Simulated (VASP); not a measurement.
# Ru (Fm-3m) in VASP: single point with PBE

Aim: the single point of Ru with PBE.

Everything below comes from runs of VASP 6.6.1. Logs are shortened: lines on timing, memory, paths and dates and some standing lists are left out, and cuts for length are marked.

## (1) The cell of the first run

It takes space group Fm-3m (No. 225, cubic). Conventional cell: a = 4.001 Å, b = 4.001 Å, c = 4.001 Å, α = 90.00°, β = 90.00°, γ = 90.00°. Within 3.7 Å of Ru (site symmetry m-3m) lie 12 Ru at 2.83 Å.

## (2) Single point, PBE, collinear spin, zero start

Contents of INCAR:

```
PREC = Accurate
ENCUT = 500
EDIFF = 1E-6
ISMEAR = -1
SIGMA = 0.1
LREAL = False
LASPH = True
NELM = 200
ALGO = Normal
ISIF = 2
LWAVE = False
LCHARG = False
ISPIN = 2
MAGMOM = 0
LORBIT = 11
LMAXMIX = 4
GGA = PE
NBANDS = 17
GGA_COMPAT = False
```

Contents of KPOINTS:

```
Automatic mesh
0
Gamma
  8 8 8
```

Contents of POSCAR:

```
Ru
1.0
    0.0000000000      2.0003330000      2.0003330000
    2.0003330000      0.0000000000      2.0003330000
    2.0003330000      2.0003330000      0.0000000000
Ru
1
Direct
    0.0000000000      0.0000000000      0.0000000000
```

Potentials or basis: VASP PAW PBE potentials, release 64 (Ru_pv).

Launch:

```console
cat potpaw_PBE.64/Ru_pv/POTCAR > POTCAR
mpirun -np 1 vasp_std > vasp.out
```

OUTCAR:

```text
PREC = Accurate
   ENCUT = 500
   EDIFF = 1E-6
   ISMEAR = -1
   LREAL = False
   LASPH = True
   NELM = 200
   ISIF = 2
   ISPIN = 2
   LORBIT = 11
   GGA = PE

 ion  position               nearest neighbor table
   1  0.000  0.000  0.000-

  LATTYP: Found a face centered cubic cell.
 ALAT       =     4.0006660000

  Lattice vectors:

 A1 = (   0.0000000000,   2.0003330000,   2.0003330000)
 A2 = (   2.0003330000,   0.0000000000,   2.0003330000)
 A3 = (   2.0003330000,   2.0003330000,   0.0000000000)

Analysis of symmetry for initial positions (statically):
=====================================================================
 Subroutine PRICEL returns:
 Original cell was already a primitive cell.

 Routine SETGRP: Setting up the symmetry group for a
 face centered cubic supercell.

 Subroutine GETGRP returns: Found 48 space group operations
[... 9 lines left out ...]

 Routine SETGRP: Setting up the symmetry group for a
 face centered cubic supercell.

 Subroutine GETGRP returns: Found 48 space group operations
 (whereof 48 operations were pure point group operations)
 out of a pool of 48 trial point group operations.

The dynamic configuration has the point symmetry O_h .

Analysis of structural, dynamic, and magnetic symmetry:
=====================================================================
 Subroutine PRICEL returns:
 Original cell was already a primitive cell.

 Routine SETGRP: Setting up the symmetry group for a
 face centered cubic supercell.

 Subroutine GETGRP returns: Found 48 space group operations
 (whereof 48 operations were pure point group operations)
 out of a pool of 48 trial point group operations.

The overall configuration has the point symmetry O_h .

 Subroutine INISYM returns: Found 48 space group operations
[... 5 lines left out ...]
                                     Primitive cell

  volume of cell :      16.0080

  direct lattice vectors                    reciprocal lattice vectors
     0.000000000  2.000333000  2.000333000    -0.249958382  0.249958382  0.249958382
     2.000333000  0.000000000  2.000333000     0.249958382 -0.249958382  0.249958382
     2.000333000  2.000333000  0.000000000     0.249958382  0.249958382 -0.249958382

  length of vectors
     2.828898058  2.828898058  2.828898058     0.432940617  0.432940617  0.432940617

  position of ions in fractional coordinates (direct lattice)
     0.000000000  0.000000000  0.000000000

  ion indices of the primitive-cell ions
   primitive index   ion index
                 1           1

----------------------------------------------------------------------------------------

 KPOINTS: Automatic mesh

Automatic generation of k-mesh.
 Grid dimensions read from file:
 generate k-points for:    8    8    8

 Generating k-lattice:

  Cartesian coordinates                     Fractional coordinates (reciprocal lattice)
    -0.031244798  0.031244798  0.031244798     0.125000000  0.000000000  0.000000000
     0.031244798 -0.031244798  0.031244798     0.000000000  0.125000000  0.000000000
     0.031244798  0.031244798 -0.031244798     0.000000000  0.000000000  0.125000000

  Length of vectors
     0.054117577  0.054117577  0.054117577

  Shift w.r.t. Gamma in fractional coordinates (k-lattice)
     0.000000000  0.000000000  0.000000000

 Subroutine IBZKPT returns following result:
 ===========================================

 Found     29 irreducible k-points:

 Following reciprocal coordinates:
            Coordinates               Weight
  0.000000  0.000000  0.000000      1.000000
  0.125000  0.000000  0.000000      8.000000
  0.250000  0.000000  0.000000      8.000000
  0.375000  0.000000  0.000000      8.000000
  0.500000  0.000000  0.000000      4.000000
  0.125000  0.125000  0.000000      6.000000
[... 16 lines left out ...]
  0.500000  0.250000  0.125000     48.000000
 -0.375000  0.250000  0.125000     24.000000
 [... further k-points ...]
   k-points           NKPTS =     29   k-points in BZ     NKDIM =     29   number of bands    NBANDS=     17
   number of dos      NEDOS =    301   number of ions     NIONS =      1
   total plane-waves  NPLWV =  13824
   dimension x,y,z NGX =    24 NGY =   24 NGZ =   24
   dimension x,y,z NGXF=    48 NGYF=   48 NGZF=   48
   ions per type =               1
   NGX,Y,Z   is equivalent  to a cutoff of  14.10, 14.10, 14.10 a.u.
   NGXF,Y,Z  is equivalent  to a cutoff of  28.21, 28.21, 28.21 a.u.
 SYSTEM =  unknown system
   PREC   = accura    normal or accurate (medium, high low for compatibility)
   ISTART =      0    job   : 0-new  1-cont  2-samecut
   ICHARG =      2    charge: 1-file 2-atom 10-const
   ISPIN  =      2    spin polarized calculation?
   LNONCOLLINEAR =      F non collinear calculations
   LSORBIT =      F    spin-orbit coupling
   LASPH  =      T    aspherical Exc in radial PAW
   ENCUT  =  500.0 eV  36.75 Ry    6.06 a.u.   5.16  5.16  5.16*2*pi/ulx,y,z
   NELM   =    200;   NELMIN=  2; NELMDL= -5     # of ELM steps
   EDIFF  = 0.1E-05   stopping-criterion for ELM
   LREAL  =      F    real-space projection
   EDIFFG = 0.1E-04   stopping-criterion for IOM
   NSW    =      0    number of steps for IOM
   IBRION =     -1    ionic relax: 0-MD 1-quasi-New 2-CG
   NFREE  =      0    steps in history (QN), initial steepest desc. (CG)
   ISIF   =      2    stress and relaxation
   ISYM   =      2    0-nonsym 1-usesym 2-fastsym
   POTIM  = 0.5000    time-step for ionic-motion
   TEBEG  =    0.0;   TEEND  =   0.0 temperature during run
   PSTRESS=    0.0 pullay stress
   NELECT =      14.0000    total number of electrons
   NUPDOWN=      -1.0000    fix difference up-down
   EMIN   =  10.00;   EMAX   =-10.00  energy-range for DOS
   EFERMI =   0.00;   METHOD = LEGACY
   ISMEAR =    -1;   SIGMA  =   0.10  broadening in eV -4-tet -1-fermi 0-gaus
   EFERMI_NEDOS =   21; number of points for ismear=-14 and -15
   IALGO  =     38    algorithm
   IMIX   =      4    mixing-type and parameters
     AMIX     =   0.40;   BMIX     =  1.00
     AMIX_MAG =   1.60;   BMIX_MAG =  1.00
  volume/ion in A,a.u.               =      16.01       108.03
  Fermi-wavevector in a.u.,A,eV,Ry     =   1.565568  2.958494 33.347914  2.451003
  Thomas-Fermi vector in A             =   2.668025
   LORBIT       =     11    0 simple, 1 ext, 2 COOP (PROOUT), +10 PAW based schemes
   GGA     = PE    functional components
   LHFCALC =     F    Hartree Fock is set to
   AEXX    =    0.0000 exact exchange contribution
   IVDW    =     0    specifies the selected vdW correction
   LEPSILON=     F    determine dielectric tensor
   LRPA    =     F    only Hartree local field effects (RPA)
 spin polarized calculation
  energy-cutoff  :      500.00
  volume of cell :       16.01
 maximum number of plane-waves:       416
 NGX is ok and might be reduce to    24
   NGX = 11   NGY = 11   NGZ = 11

 number of electron      13.9999999 magnetization       0.0000038

 number of electron      13.9999999 magnetization      -0.0000004

 Free energy of the ion-electron system (eV)
  ---------------------------------------------------
  ext. energy  EPLUGINS =         0.00000000
  ---------------------------------------------------
  free energy    TOTEN  =        -8.92339682 eV

  energy without entropy =       -8.88320485  energy(sigma->0) =       -8.90330084

 E-fermi :   9.9411     XC(G=0): -13.1174

 val. band max:        9.8658995838   @ k =   0.0000   0.0000   0.0000
 cond. band min:      10.0177782910   @ k =   0.2500   0.0000   0.0000
 fundamental gap:      0.1518787072
 Fermi energy:         9.9411093222

 spin component 1

 k-point     1 :       0.0000    0.0000    0.0000
  band No.  band energies     occupation
      1     -32.3947      1.00000
      2     -32.3947      1.00000
      3     -32.3947      1.00000
      4       3.0475      1.00000
      5       7.9764      1.00000
      6       7.9764      1.00000
[... 9 lines left out ...]
     16      39.9418      0.00000
     17      39.9418      0.00000

 k-point     2 :       0.1250    0.0000    0.0000
  band No.  band energies     occupation
      1     -32.4863      1.00000
      2     -32.4072      1.00000
      3     -32.4072      1.00000
      4       3.5939      1.00000
      5       7.7509      1.00000
      6       8.1711      1.00000
[... 9 lines left out ...]
     16      38.1524      0.00000
     17      38.1524      0.00000

 k-point     3 :       0.2500    0.0000    0.0000
  band No.  band energies     occupation
      1     -32.7037      1.00000
      2     -32.4372      1.00000
      3     -32.4372      1.00000
      4       4.7658      1.00000
      5       7.7206      1.00000
      6       8.2978      1.00000
[... 392 lines left out ...]
 k-point    23 :       0.5000    0.2500    0.1250
  band No.  band energies     occupation
      1     -32.8709      1.00000
      2     -32.6175      1.00000
      3     -32.5112      1.00000
      4       6.1488      1.00000
      5       7.1485      1.00000
      6       7.5932      1.00000
[... 9 lines left out ...]
     16      38.0700      0.00000
     17      39.6648      0.00000

 k-point    24 :      -0.3750    0.2500    0.1250
  band No.  band energies     occupation
      1     -32.9202      1.00000
      2     -32.6386      1.00000
      3     -32.5305      1.00000
      4       6.1095      1.00000
      5       6.9498      1.00000
      6       8.2355      1.00000
[... 9 lines left out ...]
     16      38.2353      0.00000
     17      42.6989      0.00000

 [... further k-points ...]

 spin component 2

 k-point     1 :       0.0000    0.0000    0.0000
  band No.  band energies     occupation
      1     -32.3947      1.00000
      2     -32.3947      1.00000
      3     -32.3947      1.00000
      4       3.0475      1.00000
      5       7.9764      1.00000
      6       7.9764      1.00000
[... 9 lines left out ...]
     16      39.9418      0.00000
     17      39.9418      0.00000

 k-point     2 :       0.1250    0.0000    0.0000
  band No.  band energies     occupation
      1     -32.4863      1.00000
      2     -32.4072      1.00000
      3     -32.4072      1.00000
      4       3.5939      1.00000
      5       7.7509      1.00000
      6       8.1711      1.00000
[... 9 lines left out ...]
     16      38.1524      0.00000
     17      38.1524      0.00000

 k-point     3 :       0.2500    0.0000    0.0000
  band No.  band energies     occupation
      1     -32.7037      1.00000
      2     -32.4372      1.00000
      3     -32.4372      1.00000
      4       4.7658      1.00000
      5       7.7206      1.00000
      6       8.2978      1.00000
[... 392 lines left out ...]
 k-point    23 :       0.5000    0.2500    0.1250
  band No.  band energies     occupation
      1     -32.8709      1.00000
      2     -32.6175      1.00000
      3     -32.5112      1.00000
      4       6.1488      1.00000
      5       7.1485      1.00000
      6       7.5932      1.00000
[... 9 lines left out ...]
     16      38.0700      0.00000
     17      39.6648      0.00000

 k-point    24 :      -0.3750    0.2500    0.1250
  band No.  band energies     occupation
      1     -32.9202      1.00000
      2     -32.6386      1.00000
      3     -32.5305      1.00000
      4       6.1095      1.00000
      5       6.9498      1.00000
      6       8.2355      1.00000
[... 9 lines left out ...]
     16      38.2353      0.00000
     17      42.6551      0.00000

 [... further k-points ...]
[... 5 lines left out ...]
  --------------------------------------------------------------------------------------
  -------------------------------------------------------------------------------------
  Total       -3.1411109     -3.1411109     -3.1411109      0.0000000     -0.0000000     -0.0000000
  in kB     -314.3814864   -314.3814864   -314.3814864      0.0000000     -0.0000000     -0.0000000
  external PRESSURE =    -314.3814864 kB  Pullay stress =       0.0000000 kB

 VOLUME and BASIS-vectors are now :
 -----------------------------------------------------------------------------
  energy-cutoff  :      500.00
  volume of cell :       16.01
      direct lattice vectors                 reciprocal lattice vectors
     0.000000000  2.000333000  2.000333000    -0.249958382  0.249958382  0.249958382
     2.000333000  0.000000000  2.000333000     0.249958382 -0.249958382  0.249958382
     2.000333000  2.000333000  0.000000000     0.249958382  0.249958382 -0.249958382

 POSITION                                       TOTAL-FORCE (eV/Angst)
 -----------------------------------------------------------------------------------
      0.00000      0.00000      0.00000        -0.000000      0.000000      0.000000
 -----------------------------------------------------------------------------------
    total drift:                               -0.000000      0.000000      0.000000

  FREE ENERGIE OF THE ION-ELECTRON SYSTEM (eV)
  ---------------------------------------------------
  free  energy   TOTEN  =        -8.9233968247 eV

  energy  without entropy=       -8.8832048545  energy(sigma->0) =       -8.90330084

 total charge

# of ion       s       p       d       tot
------------------------------------------
    1        0.347   6.214   5.821  12.382

 magnetization (x)

# of ion       s       p       d       tot
------------------------------------------
    1        0.000  -0.000  -0.000  -0.000
```

Run time: 9.1 s. Hardware: 1 thread of Intel Xeon Platinum 8488C (Sapphire Rapids), shared host; peak memory 0.15 GiB.

What came out:

| Quantity | Value |
| --- | --- |
| Free energy | -8.9234 eV |
| Pressure | -31.4 GPa |
| Band gap on the k mesh | zero (filled and empty bands overlap) |
| Net moment | 0.00 μB per cell |
| Valence electrons inside the program's atomic spheres | Ru 12.38 |

Levels at points of the mesh, in eV from the Fermi level:
Spin up:
```tsv
k point	band 4	band 5	band 6	band 7	band 8	band 9	band 10	band 11
(0.00, 0.00, 0.00)	-6.89	-1.96	-1.96	-1.96	-0.08	-0.08	10.82	15.11
(0.50, 0.00, 0.00)	-4.88	-2.05	-2.05	1.02	1.37	1.37	8.24	10.82
(0.50, 0.50, 0.00)	-5.00	-4.59	1.33	1.76	1.76	3.28	10.82	11.49
```
Spin down:
```csv
k point,band 3,band 4,band 5,band 6,band 7,band 8,band 9,band 10,band 11,band 12
"(0.00, 0.00, 0.00)",-42.34,-6.89,-1.96,-1.96,-1.96,-0.08,-0.08,10.82,15.11,19.96
"(0.50, 0.00, 0.00)",-42.42,-4.88,-2.05,-2.05,1.02,1.37,1.37,8.24,10.82,14.64
"(0.50, 0.50, 0.00)",-42.56,-5.00,-4.59,1.33,1.76,1.76,3.28,10.82,11.49,12.42
```
